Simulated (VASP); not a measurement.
# La2O3 (P-3m1) in VASP: a series of runs, part 2 of 2

VASP 6.6.1. The steps go on from the part before.

**3. Relaxation of cell and atoms, r2SCAN**

This run uses another cell than the first one, of 16.64 Å³/atom.

Contents of POSCAR:

```
La2O3
1.0
    3.9404478293      0.0000000000      0.0000000000
   -1.9702239147      3.4125279225      0.0000000000
    0.0000000000      0.0000000000      6.1873564511
La O
2 3
Direct
    0.6666666667      0.3333333333      0.7526274768
    0.3333333333      0.6666666667      0.2473725232
    0.6666666667      0.3333333333      0.3546952482
    0.3333333333      0.6666666667      0.6453047518
    0.0000000000      0.0000000000      0.0000000000
```

Contents of INCAR.step1:

```
SYSTEM = La2O3
ALGO = Normal
EDIFF = 1E-4
ENCUT = 600
GGA = PE
ISMEAR = -1
LASPH = .True.
LCHARG = .False.
LREAL = .False.
LWAVE = .True.
NELM = 60
PREC = Accurate
SIGMA = 0.02
```

Contents of INCAR.step2:

```
SYSTEM = La2O3
ALGO = Normal
EDIFF = 1E-6
EDIFFG = -0.005
ENCUT = 600
IBRION = 2
ISIF = 3
ISMEAR = -1
ISTART = 1
LASPH = .True.
LCHARG = .False.
LMIXTAU = .True.
LREAL = .False.
LWAVE = .False.
METAGGA = R2SCAN
NELM = 60
NSW = 80
PREC = Accurate
SIGMA = 0.02
```

Contents of KPOINTS:

```
k-points
0
Gamma
  6 6 4
  0 0 0
```

Potentials or basis: VASP PAW PBE potentials, release 64 (La, O).

The run is started by

```
$ cat potpaw_PBE.64/La/POTCAR potpaw_PBE.64/O/POTCAR > POTCAR
$ cp INCAR.step1 INCAR
$ mpirun -np 1 vasp_std > vasp.out
$ cp INCAR.step2 INCAR
$ mpirun -np 1 vasp_std > vasp.out
```

OUTCAR:

```text
SYSTEM = La2O3
   EDIFF = 1E-6
   EDIFFG = -0.005
   ENCUT = 600
   IBRION = 2
   ISIF = 3
   ISMEAR = -1
   ISTART = 1
   LASPH = .True.
   LREAL = .False.
   METAGGA = R2SCAN
   NELM = 60
   NSW = 80
   PREC = Accurate

 ion  position               nearest neighbor table
   1  0.667  0.333  0.753-   4 2.37   4 2.37   4 2.37   3 2.46   5 2.74   5 2.74   5 2.74
   2  0.333  0.667  0.247-   3 2.37   3 2.37   3 2.37   4 2.46   5 2.74   5 2.74   5 2.74
   3  0.667  0.333  0.355-   2 2.37   2 2.37   2 2.37   1 2.46
   4  0.333  0.667  0.645-   1 2.37   1 2.37   1 2.37   2 2.46
   5  0.000  0.000  0.000-   1 2.74   2 2.74   1 2.74   2 2.74   1 2.74   2 2.74

  LATTYP: Found a hexagonal cell.
 ALAT       =     3.9404478293
 C/A-ratio  =     1.5702165640

  Lattice vectors:

 A1 = (   3.9404478293,   0.0000000000,   0.0000000000)
 A2 = (  -1.9702239147,   3.4125279225,   0.0000000000)
 A3 = (   0.0000000000,   0.0000000000,   6.1873564511)

Analysis of symmetry for initial positions (statically):
=====================================================================
 Subroutine PRICEL returns:
 Original cell was already a primitive cell.

[... 175 lines left out ...]

------------------------ aborting loop because EDIFF is reached ----------------------------------------

  FORCE on cell =-STRESS in cart. coord.  units (eV):
  Direction    XX          YY          ZZ          XY          YZ          ZX
  --------------------------------------------------------------------------------------
  -------------------------------------------------------------------------------------
  Total       -0.9649678     -0.9649678     -1.0382203      0.0000000      0.0000000      0.0000000
  in kB      -18.5821717    -18.5821717    -19.9927790      0.0000000      0.0000000      0.0000000
  external PRESSURE =     -19.0523742 kB  Pullay stress =       0.0000000 kB
[... 98 lines left out ...]
  FREE ENERGIE OF THE ION-ELECTRON SYSTEM (eV)
  ---------------------------------------------------
  free  energy   TOTEN  =       -96.0680809005 eV

  energy  without entropy=      -96.0680809005  energy(sigma->0) =      -96.06808090

[... ionic steps 4 to 10 ...]

--------------------------------------- Ionic step       11  -------------------------------------------

 number of electron      39.9999999 magnetization

------------------------ aborting loop because EDIFF is reached ----------------------------------------
[... 73 lines left out ...]
--------------------------------------- Ionic step       13  -------------------------------------------

 number of electron      39.9999999 magnetization

 Free energy of the ion-electron system (eV)
  ---------------------------------------------------
  ext. energy  EPLUGINS =         0.00000000
  ---------------------------------------------------
  free energy    TOTEN  =       -96.06973192 eV

  energy without entropy =      -96.06973192  energy(sigma->0) =      -96.06973192

 E-fermi :   6.1772     XC(G=0): -11.1020

 val. band max:        5.7213098329   @ k =   0.5000  -0.0000   0.5000
 cond. band min:       9.9644900981   @ k =   0.3333   0.3333   0.0000
 fundamental gap:      4.2431802653
 Fermi energy:         6.1772193178

 k-point     1 :       0.0000    0.0000    0.0000
  band No.  band energies     occupation
      1     -25.0086      2.00000
      2     -24.7526      2.00000
      3     -12.0988      2.00000
      4     -10.9742      2.00000
      5     -10.4640      2.00000
      6      -8.0007      2.00000
[... 669 lines left out ...]
  FREE ENERGIE OF THE ION-ELECTRON SYSTEM (eV)
  ---------------------------------------------------
  free  energy   TOTEN  =       -96.0697319248 eV

  energy  without entropy=      -96.0697319247  energy(sigma->0) =      -96.06973192

 reached required accuracy - stopping structural energy minimisation
```

OUTCAR.step1:

```text
SYSTEM = La2O3
   EDIFF = 1E-4
   ENCUT = 600
   GGA = PE
   ISMEAR = -1
   LASPH = .True.
[... 877 lines left out ...]
      1.97022      1.13751      2.19463         0.000000      0.000000     -0.005034
     -0.00000      2.27502      3.99273        -0.000000      0.000000      0.005034
      0.00000      0.00000      0.00000        -0.000000      0.000000      0.000000
 -----------------------------------------------------------------------------------
    total drift:                               -0.000000      0.000000      0.000000

  FREE ENERGIE OF THE ION-ELECTRON SYSTEM (eV)
  ---------------------------------------------------
  free  energy   TOTEN  =       -41.8328105177 eV

  energy  without entropy=      -41.8328105177  energy(sigma->0) =      -41.83281052
```

Run time: 53 min. Hardware: 1 thread of AMD EPYC 7R43 (Zen 3), shared host; peak memory 0.23 GiB.

Results:

| Property | Result |
| --- | --- |
| Free energy | -96.0697 eV |
| Relaxed volume | 16.36 Å³/atom |
| Relaxed cell | a = 3.930 Å, b = 3.930 Å, c = 6.114 Å, α = 90.00°, β = 90.00°, γ = 120.00° |
| Space group after relaxing (to 0.1 Å) | P-3m1 (No. 164) |
| Energy gained by relaxing | 1.7 meV/atom |
| Ionic steps | 13 |
| Pressure after relaxing | 0.0 GPa |
| Largest force after relaxing | 0.003 eV/Å |
| Band gap on the k mesh | 4.24 eV (least direct gap 4.36 eV) |

Forces on the atoms (eV/Å):
```
La   0.000  0.000 -0.003
La   0.000  0.000  0.003
O    0.000  0.000  0.000
O    0.000  0.000  0.000
O    0.000  0.000  0.000
```

Step by step:
```csv
step,energy change (eV),largest force (eV/Å),pressure (GPa),volume (Å³)
1,0.0000,0.0051,-1.91,83.20
2,0.0009,0.2322,2.12,80.84
3,-0.0069,0.1055,0.01,82.05
4,-0.0079,0.0209,-0.01,81.94
5,-0.0081,0.0367,-0.01,81.88
6,-0.0083,0.0285,0.02,81.84
7,-0.0084,0.0207,0.05,81.79
8,-0.0085,0.0115,-0.10,81.85
9,-0.0085,0.0139,-0.08,81.84
10,-0.0085,0.0089,-0.01,81.79
11,-0.0085,0.0098,-0.01,81.79
12,-0.0085,0.0070,0.01,81.78
13,-0.0085,0.0030,0.02,81.79
```

Final structure:
```
La O
1.0
     3.93023    0.00000    0.00000
    -1.96511    3.40368    0.00000
     0.00000    0.00000    6.11390
La O
2 3
Direct
  0.66667 0.33333 0.75398
  0.33333 0.66667 0.24602
  0.66667 0.33333 0.35375
  0.33333 0.66667 0.64625
  0.00000 0.00000 0.00000
```

Caveat: the PAW data sets were made with another functional, which shifts forces and pressure a little; spin-orbit coupling is left out, which moves the levels of the heavy elements. A k mesh can miss the band edges.
